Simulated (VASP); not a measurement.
# TaSiO4 (P-6m2) in VASP: notebook, part 2 of 2

VASP 6.6.1. Earlier steps stand in the parts before.

## (3) Single point, PBE

This run uses another cell than the first one, of 11.58 Å³/atom, 1.036 times its volume.

Contents of INCAR:

```
PREC     = Accurate       # precision mode
ENCUT    = 520            # plane-wave cutoff, eV
EDIFF    = 1E-7           # SCF threshold, eV
ISMEAR   = 0              # smearing method
SIGMA    = 0.1            # smearing width, eV
LREAL    = F              # projectors in reciprocal space
LASPH    = T              # aspherical terms in the spheres
NELM     = 100            # most SCF steps
ALGO     = Normal         # electronic algorithm
ISIF     = 2              # what is computed and relaxed
LWAVE    = F              # write WAVECAR
LCHARG   = T              # write CHGCAR
GGA      = PE             # functional
LELF     = T              # ELF
LVHAR    = T            
NBANDS   = 28             # bands
```

Contents of KPOINTS:

```
regular mesh
0
Gamma
  6 6 6
```

Contents of POSCAR:

```
TaSiO4
1.0
    4.6376080700      0.0000000000      0.0000000000
   -2.3188040300      4.0162864000      0.0000000000
    0.0000000000      0.0000000000      3.7302170300
Ta Si O
1 1 4
Direct
    0.0000000000      0.0000000000      0.0000000000
    0.3333333300      0.6666666700      0.0000000000
    0.6666666700      0.3333333300      0.0000000000
    0.9990822700      0.4995411300      0.5000000000
    0.5004588700      0.4995411300      0.5000000000
    0.5004588700      0.0009177300      0.5000000000
```

Potentials or basis: VASP PAW PBE potentials, release 64 (Ta_pv, Si, O).

Run with:

```bash
> cat potpaw_PBE.64/Ta_pv/POTCAR potpaw_PBE.64/Si/POTCAR potpaw_PBE.64/O/POTCAR > POTCAR
> mpirun -np 1 vasp_std > vasp.out
```

OUTCAR:

```text
PREC = Accurate
   ENCUT = 520
   EDIFF = 1E-7
   ISMEAR = 0
   LREAL = F
   LASPH = T
   NELM = 100
   ISIF = 2
   GGA = PE

 ion  position               nearest neighbor table
   1  0.000  0.000  0.000-   2 2.68   3 2.68   2 2.68   3 2.68   3 2.68   2 2.68
   2  0.333  0.667  0.000-   6 2.30   6 2.30   4 2.30   4 2.30   5 2.30   5 2.30   1 2.68   1 2.68
                             1 2.68
   3  0.667  0.333  0.000-   1 2.68   1 2.68   1 2.68
   4  0.999  0.500  0.500-   2 2.30   2 2.30
   5  0.500  0.500  0.500-   2 2.30   2 2.30
   6  0.500  0.001  0.500-   2 2.30   2 2.30

  LATTYP: Found a hexagonal cell.
 ALAT       =     4.6376080700
 C/A-ratio  =     0.8043407234

  Lattice vectors:

 A1 = (   4.6376080700,   0.0000000000,   0.0000000000)
 A2 = (  -2.3188040300,   4.0162864000,   0.0000000000)
 A3 = (   0.0000000000,   0.0000000000,   3.7302170300)

Analysis of symmetry for initial positions (statically):
=====================================================================
 Subroutine PRICEL returns:
 Original cell was already a primitive cell.

 Routine SETGRP: Setting up the symmetry group for a
 hexagonal supercell.

 Subroutine GETGRP returns: Found 12 space group operations
 (whereof 12 operations were pure point group operations)
 out of a pool of 24 trial point group operations.

The static configuration has the point symmetry D_3h.

Analysis of symmetry for dynamics (positions and initial velocities):
=====================================================================
 Subroutine PRICEL returns:
 Original cell was already a primitive cell.

 Routine SETGRP: Setting up the symmetry group for a
 hexagonal supercell.

 Subroutine GETGRP returns: Found 12 space group operations
 (whereof 12 operations were pure point group operations)
 out of a pool of 24 trial point group operations.

The dynamic configuration has the point symmetry D_3h.

 Subroutine INISYM returns: Found 12 space group operations
 (whereof 12 operations are pure point group operations),
 and found     1 'primitive' translations

----------------------------------------------------------------------------------------

                                     Primitive cell

  volume of cell :      69.4789

  direct lattice vectors                    reciprocal lattice vectors
     4.637608070  0.000000000  0.000000000     0.215628398  0.124493114  0.000000000
    -2.318804030  4.016286400  0.000000000     0.000000000  0.248986228  0.000000000
     0.000000000  0.000000000  3.730217030     0.000000000  0.000000000  0.268080916

  length of vectors
     4.637608070  4.637608066  3.730217030     0.248986227  0.248986228  0.268080916

  position of ions in fractional coordinates (direct lattice)
     0.000000000  0.000000000  0.000000000
     0.333333330  0.666666670  0.000000000
     0.666666670  0.333333330  0.000000000
     0.999082270  0.499541130  0.500000000
     0.500458870  0.499541130  0.500000000
     0.500458870  0.000917730  0.500000000

  ion indices of the primitive-cell ions
   primitive index   ion index
                 1           1
                 2           2
                 3           3
                 4           4
                 5           5
[... 21 lines left out ...]
     0.000000000  0.000000000  0.000000000

 Subroutine IBZKPT returns following result:
 ===========================================

 Found     28 irreducible k-points:

 Following reciprocal coordinates:
            Coordinates               Weight
  0.000000  0.000000  0.000000      1.000000
  0.166667 -0.000000  0.000000      6.000000
  0.333333 -0.000000  0.000000      6.000000
  0.500000 -0.000000  0.000000      3.000000
  0.166667  0.166667  0.000000      6.000000
  0.333333  0.166667  0.000000     12.000000
[... 16 lines left out ...]
  0.166667 -0.000000  0.500000      6.000000
  0.333333 -0.000000  0.500000      6.000000
 [... further k-points ...]
   k-points           NKPTS =     28   k-points in BZ     NKDIM =     28   number of bands    NBANDS=     28
   number of dos      NEDOS =    301   number of ions     NIONS =      6
   total plane-waves  NPLWV =  36288
   dimension x,y,z NGX =    36 NGY =   36 NGZ =   28
   dimension x,y,z NGXF=    72 NGYF=   72 NGZF=   56
   ions per type =               1   1   4
   NGX,Y,Z   is equivalent  to a cutoff of  12.91, 12.91, 12.48 a.u.
   NGXF,Y,Z  is equivalent  to a cutoff of  25.81, 25.81, 24.96 a.u.
 SYSTEM =  unknown system
   PREC   = accura    normal or accurate (medium, high low for compatibility)
   ISTART =      0    job   : 0-new  1-cont  2-samecut
   ICHARG =      2    charge: 1-file 2-atom 10-const
   ISPIN  =      1    spin polarized calculation?
   LNONCOLLINEAR =      F non collinear calculations
   LSORBIT =      F    spin-orbit coupling
   LASPH  =      T    aspherical Exc in radial PAW
   ENCUT  =  520.0 eV  38.22 Ry    6.18 a.u.   8.62  8.62  6.94*2*pi/ulx,y,z
   NELM   =    100;   NELMIN=  2; NELMDL= -5     # of ELM steps
   EDIFF  = 0.1E-06   stopping-criterion for ELM
   LREAL  =      F    real-space projection
   EDIFFG = 0.1E-05   stopping-criterion for IOM
   NSW    =      0    number of steps for IOM
   IBRION =     -1    ionic relax: 0-MD 1-quasi-New 2-CG
   NFREE  =      0    steps in history (QN), initial steepest desc. (CG)
   ISIF   =      2    stress and relaxation
   ISYM   =      2    0-nonsym 1-usesym 2-fastsym
   POTIM  = 0.5000    time-step for ionic-motion
   TEBEG  =    0.0;   TEEND  =   0.0 temperature during run
   PSTRESS=    0.0 pullay stress
   NELECT =      39.0000    total number of electrons
   NUPDOWN=      -1.0000    fix difference up-down
   EMIN   =  10.00;   EMAX   =-10.00  energy-range for DOS
   EFERMI =   0.00;   METHOD = LEGACY
   ISMEAR =     0;   SIGMA  =   0.10  broadening in eV -4-tet -1-fermi 0-gaus
   EFERMI_NEDOS =   21; number of points for ismear=-14 and -15
   IALGO  =     38    algorithm
   IMIX   =      4    mixing-type and parameters
     AMIX     =   0.40;   BMIX     =  1.00
     AMIX_MAG =   1.60;   BMIX_MAG =  1.00
  volume/ion in A,a.u.               =      11.58        78.14
  Fermi-wavevector in a.u.,A,eV,Ry     =   1.350451  2.551982 24.813180  1.823717
  Thomas-Fermi vector in A             =   2.477954
   LORBIT       =      0    0 simple, 1 ext, 2 COOP (PROOUT), +10 PAW based schemes
   GGA     = PE    functional components
   LHFCALC =     F    Hartree Fock is set to
   AEXX    =    0.0000 exact exchange contribution
   IVDW    =     0    specifies the selected vdW correction
   LEPSILON=     F    determine dielectric tensor
   LRPA    =     F    only Hartree local field effects (RPA)
 non-spin polarized calculation
 Gauss-broadening in eV      SIGMA  =   0.10
  energy-cutoff  :      520.00
  volume of cell :       69.48
 maximum number of plane-waves:      1888
 NGX is ok and might be reduce to    36
   NGX = 17   NGY = 17   NGZ = 13

 number of electron      38.9999980 magnetization

 Free energy of the ion-electron system (eV)
  ---------------------------------------------------
  ext. energy  EPLUGINS =         0.00000000
  ---------------------------------------------------
  free energy    TOTEN  =       -31.55755272 eV

  energy without entropy =      -31.50543917  energy(sigma->0) =      -31.53149594

 E-fermi :   4.8451     XC(G=0): -11.4815

 val. band max:        4.8280785016   @ k =   0.1667  -0.0000   0.1667
 cond. band min:       4.8472903359   @ k =   0.1667  -0.0000   0.3333
 fundamental gap:      0.0192118343
 Fermi energy:         4.8450816248

 k-point     1 :       0.0000    0.0000    0.0000
  band No.  band energies     occupation
      1     -31.5396      2.00000
      2     -31.2538      2.00000
      3     -31.2538      2.00000
      4     -14.9193      2.00000
      5     -11.9441      2.00000
      6     -11.9441      2.00000
[... 733 lines left out ...]
     27      10.1761      0.00000
     28      10.1821      0.00000

 [... further k-points ...]
[... 5 lines left out ...]
  --------------------------------------------------------------------------------------
  -------------------------------------------------------------------------------------
  Total       -5.6638302     -5.6638302     -8.9342658     -0.0000000     -0.0000000     -0.0000000
  in kB     -130.6074616   -130.6074615   -206.0234394     -0.0000002     -0.0000000     -0.0000000
  external PRESSURE =    -155.7461208 kB  Pullay stress =       0.0000000 kB

 VOLUME and BASIS-vectors are now :
 -----------------------------------------------------------------------------
  energy-cutoff  :      520.00
  volume of cell :       69.48
      direct lattice vectors                 reciprocal lattice vectors
     4.637608070  0.000000000  0.000000000     0.215628398  0.124493114  0.000000000
    -2.318804030  4.016286400  0.000000000     0.000000000  0.248986228  0.000000000
     0.000000000  0.000000000  3.730217030     0.000000000  0.000000000  0.268080916

 POSITION                                       TOTAL-FORCE (eV/Angst)
 -----------------------------------------------------------------------------------
      0.00000      0.00000      0.00000        -0.000000     -0.000000     -0.000000
     -0.00000      2.67752      0.00000        -0.000000      0.000000     -0.000000
      2.31880      1.33876      0.00000        -0.000000      0.000000     -0.000000
      3.47501      2.00630      1.86511         0.988908      0.570946     -0.000000
      1.16259      2.00630      1.86511        -0.988908      0.570946     -0.000000
      2.31880      0.00369      1.86511        -0.000000     -1.141892      0.000000
 -----------------------------------------------------------------------------------
    total drift:                               -0.000112      0.000064     -0.000000

  FREE ENERGIE OF THE ION-ELECTRON SYSTEM (eV)
  ---------------------------------------------------
  free  energy   TOTEN  =       -31.5575527166 eV

  energy  without entropy=      -31.5054391669  energy(sigma->0) =      -31.53149594
```

Wall time 43 s (1 thread of AMD EPYC 9R45 (Zen 5), shared host); peak memory 0.18 GiB.

Results:

- Free energy: -31.5576 eV
- Pressure: -15.6 GPa
- Largest force: 1.142 eV/Å

Forces on the atoms (eV/Å):
```
Ta   0.000  0.000  0.000
Si   0.000  0.000  0.000
O    0.000  0.000  0.000
O    0.989  0.571  0.000
O   -0.989  0.571  0.000
O    0.000 -1.142  0.000
```

Stress tensor (GPa, compression positive):
```
-13.06   0.00   0.00
  0.00 -13.06   0.00
  0.00   0.00 -20.60
```

Caveat: spin-orbit coupling is left out, which moves the levels of the heavy elements; an odd number of electrons without spin polarisation forces a metal; a magnetic or distorted state may lie lower.

## (4) Single point, PBE

Contents of INCAR:

```
  ALGO = Normal
  EDIFF = 1E-6
  ENCUT = 600
  GGA = PE
  GGA_COMPAT = False
  ISIF = 2
  ISMEAR = 0
  LASPH = True
  LCHARG = False
  LREAL = False
  LWAVE = False
  NBANDS = 30
  NELM = 120
  PREC = Accurate
  SIGMA = 0.1
```

Contents of KPOINTS:

```
k-points
0
Gamma
  6 6 6
```

Contents of POSCAR:

```
TaSiO4
1.0
    5.5375179044     -0.0000000034      0.0000000000
   -2.7687589492      4.7956311808      0.0000000000
    0.0000000000      0.0000000000      2.5251034128
Ta Si O
1 1 4
Direct
    0.0000000000      0.0000000000      0.0000000000
    0.3333333333      0.6666666667      0.0000000000
    0.6666666667      0.3333333333      0.0000000000
    1.0615702658      0.5307851329      0.5000000000
    0.4692148671      0.5307851329      0.5000000000
    0.4692148671     -0.0615702658      0.5000000000
```

Potentials or basis: VASP PAW PBE potentials, release 64 (Ta_sv_GW, Si, O).

Run with:

```bash
> cat potpaw_PBE.64/Ta_sv_GW/POTCAR potpaw_PBE.64/Si/POTCAR potpaw_PBE.64/O/POTCAR > POTCAR
> mpirun -np 1 vasp_std > vasp.out
```

OUTCAR:

```text
EDIFF = 1E-6
   ENCUT = 600
   GGA = PE
   ISIF = 2
   ISMEAR = 0
   LASPH = True
   LREAL = False
   NELM = 120
   PREC = Accurate

 ion  position               nearest neighbor table
   1  0.000  0.000  0.000-   2 3.20   2 3.20   2 3.20
   2  0.333  0.667  0.000-   6 1.81   6 1.81   4 1.81   4 1.81   5 1.81   5 1.81   1 3.20   1 3.20
                             1 3.20
   3  0.667  0.333  0.000-
   4  0.062  0.531  0.500-   2 1.81   2 1.81
[... 1001 lines left out ...]
  --------------------------------------------------------------------------------------
  -------------------------------------------------------------------------------------
  Total       -0.0121026     -0.0121026      0.0446507     -0.0000000     -0.0000000      0.0000000
  in kB       -0.2891666     -0.2891666      1.0668391     -0.0000000     -0.0000000      0.0000000
  external PRESSURE =       0.1628353 kB  Pullay stress =       0.0000000 kB

 VOLUME and BASIS-vectors are now :
 -----------------------------------------------------------------------------
  energy-cutoff  :      600.00
  volume of cell :       67.06
      direct lattice vectors                 reciprocal lattice vectors
     5.537517904 -0.000000003  0.000000000     0.180586324  0.104261562  0.000000000
    -2.768758949  4.795631181  0.000000000     0.000000000  0.208523125  0.000000000
     0.000000000  0.000000000  2.525103413     0.000000000  0.000000000  0.396023385

 POSITION                                       TOTAL-FORCE (eV/Angst)
 -----------------------------------------------------------------------------------
      0.00000      0.00000      0.00000        -0.000000     -0.000000      0.000000
      0.00000      3.19709      0.00000         0.000000     -0.000000      0.000000
      2.76876      1.59854      0.00000         0.000000     -0.000000      0.000000
     -1.12867      2.54545      1.26255        -0.038858     -0.022435      0.000000
      1.12867      2.54545      1.26255         0.038858     -0.022435      0.000000
      0.00000      4.50036      1.26255         0.000000      0.044870     -0.000000
 -----------------------------------------------------------------------------------
    total drift:                               -0.000000      0.000000      0.000000

  FREE ENERGIE OF THE ION-ELECTRON SYSTEM (eV)
  ---------------------------------------------------
  free  energy   TOTEN  =       -38.6604583142 eV

  energy  without entropy=      -38.6268070620  energy(sigma->0) =      -38.64363269
```

OSZICAR:

```text
N       E                     dE             d eps       ncg     rms          rms(c)
DAV:   1     0.268171167363E+03    0.26817E+03   -0.24947E+04  1680   0.148E+03
DAV:   2    -0.364642941470E+02   -0.30464E+03   -0.29313E+03  2140   0.331E+02
DAV:   3    -0.525616907400E+02   -0.16097E+02   -0.15924E+02  2032   0.762E+01
[... 16 lines left out ...]
DAV:  20    -0.386605087998E+02    0.18035E-03   -0.32547E-04  1924   0.912E-02    0.626E-02
DAV:  21    -0.386604577989E+02    0.51001E-04   -0.14232E-04  1946   0.581E-02    0.342E-02
DAV:  22    -0.386604588158E+02   -0.10169E-05   -0.16611E-05  1824   0.169E-02    0.245E-02
DAV:  23    -0.386604588976E+02   -0.81774E-07   -0.13458E-05  1738   0.126E-02    0.177E-02
DAV:  24    -0.386604583142E+02    0.58346E-06   -0.11157E-06   918   0.600E-03
   1 F= -.38660458E+02 E0= -.38643633E+02  d E =-.336513E-01
```

Wall time 52 s (1 thread of Intel Xeon 6975P-C (Granite Rapids), shared host); peak memory 0.25 GiB.

Results:

| Quantity | Value |
| --- | --- |
| Free energy | -38.6605 eV |
| Pressure | 0.0 GPa |
| Largest force | 0.045 eV/Å |

Forces in eV/Å, atoms in the order of the input:
```
Ta   0.000  0.000  0.000
Si   0.000  0.000  0.000
O    0.000  0.000  0.000
O   -0.039 -0.022  0.000
O    0.039 -0.022  0.000
O    0.000  0.045  0.000
```

Stress tensor (GPa, compression positive):
```
-0.03  0.00  0.00
 0.00 -0.03  0.00
 0.00  0.00  0.11
```

Caveat: the k points lie up to 0.41 Å⁻¹ apart; spin-orbit coupling is left out, which moves the levels of the heavy elements; an odd number of electrons without spin polarisation forces a metal; a magnetic or distorted state may lie lower.

## (5) Summary

```tsv
potentials or basis	cell	cutoff (eV)	second run	gap on the mesh (eV)	pressure (GPa)	largest force (eV/Å)
VASP PAW PBE potentials, release 64 (Ta_pv, Si, O)	a = 5.538, b = 5.538, c = 2.525 Å, angles 90.0, 90.0, 120.0°, 6 atoms	520	-	none	0.3	0.05
VASP PAW PBE potentials, release 64 (Ta_pv, Si, O)	a = 4.638, b = 4.638, c = 3.730 Å, angles 90.0, 90.0, 120.0°, 6 atoms	520	-	none	-15.6	1.14
VASP PAW PBE potentials, release 64 (Ta_sv_GW, Si, O)	a = 5.538, b = 5.538, c = 2.525 Å, angles 90.0, 90.0, 120.0°, 6 atoms	600	valence_matched	none	0.0	0.04
```

Alike in all rows: task single point; level PBE; no spin polarisation; k mesh 6 × 6 × 6; smearing gaussian 0.1 eV.

Caveats: some runs use coarse meshes; spin-orbit coupling is left out, which moves the levels of the heavy elements; an odd number of electrons without spin polarisation forces a metal; a magnetic or distorted state may lie lower.

Absolute energies hang on the potentials; compare differences alone.
